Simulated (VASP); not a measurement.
Input of a VASP 6.6.1 run:

File INCAR:

```
SYSTEM = Ti2C5
PREC = Accurate
ENCUT = 600
EDIFF = 1E-6
ISMEAR = 0
SIGMA = 0.1
LREAL = .False.
LASPH = .True.
NELM = 120
ALGO = Normal
ISIF = 2
LWAVE = .False.
LCHARG = .False.
GGA = PE
NBANDS = 31
GGA_COMPAT = .False.
```

File KPOINTS:

```
regular mesh
0
Gamma
  12 12 4
  0 0 0
```

POSCAR

```
Ti2C5
1.0
    3.2589797322      0.0000000000      0.0000000000
   -1.6294898661      2.8223592385      0.0000000000
    0.0000000000      0.0000000000      9.8332024996
Ti C
2 5
Direct
    0.6666666667      0.3333333333      0.8560793064
    0.6666666667      0.3333333333      0.1439206936
    0.0000000000      0.0000000000      0.2345823636
    0.0000000000      0.0000000000      0.7654176364
    0.0000000000      0.0000000000      0.5000000000
    0.0000000000      0.0000000000      0.3696600445
    0.0000000000      0.0000000000      0.6303399555
```

Potentials or basis: VASP PAW PBE potentials, release 64 (Ti_sv, C).

The run is started by

```console
$ cat potpaw_PBE.64/Ti_sv/POTCAR potpaw_PBE.64/C/POTCAR > POTCAR
$ mpirun -np 1 vasp_std > vasp.out
```

(1) Estimate the band gap on the k mesh.

(2) Estimate the largest force.

(3) Estimate the pressure.

Answers

(1) zero (bands 22 and 23 overlap by 0.97 eV).

(2) 0.033 eV/Å.

(3) -0.1 GPa.
